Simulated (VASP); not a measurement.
A run of VASP 6.6.1:

The input INCAR:

```
PREC     = Accurate       # precision mode
ENCUT    = 520            # plane-wave cutoff, eV
EDIFF    = 1E-6           # SCF threshold, eV
ISMEAR   = 0              # smearing method
SIGMA    = 0.1            # smearing width, eV
LREAL    = F              # projectors in reciprocal space
LASPH    = T              # aspherical terms in the spheres
NELM     = 80             # most SCF steps
ALGO     = Normal         # electronic algorithm
ISIF     = 2              # what is computed and relaxed
LWAVE    = F              # write WAVECAR
LCHARG   = T              # write CHGCAR
GGA      = PS             # functional
LELF     = T              # ELF
LVHAR    = T            
NBANDS   = 14             # bands
```

Contents of KPOINTS:

```
regular mesh
0
Gamma
  18 18 10
```

Contents of POSCAR:

```
Re
1.0
    2.7608000000      0.0000000000      0.0000000000
   -1.3804000000      2.3909229348      0.0000000000
    0.0000000000      0.0000000000      4.4582000000
Re
2
Direct
    0.3333333333      0.6666666667      0.2500000000
    0.6666666667      0.3333333333      0.7500000000
```

Potentials or basis: VASP PAW PBE potentials, release 64 (Re).

Launch:

```bash
$ cat potpaw_PBE.64/Re/POTCAR > POTCAR
$ mpirun -np 1 vasp_std > vasp.out
```

Hardware: 1 thread of Intel Xeon 8259CL, with other jobs on the host.

**Question.** Estimate the wall time of this run.

**Answer.** Wall time 2.5 min on 1 thread of Intel Xeon 8259CL, on a shared host, peak memory 0.22 GiB. Counts: scf iterations 11, k points 222.
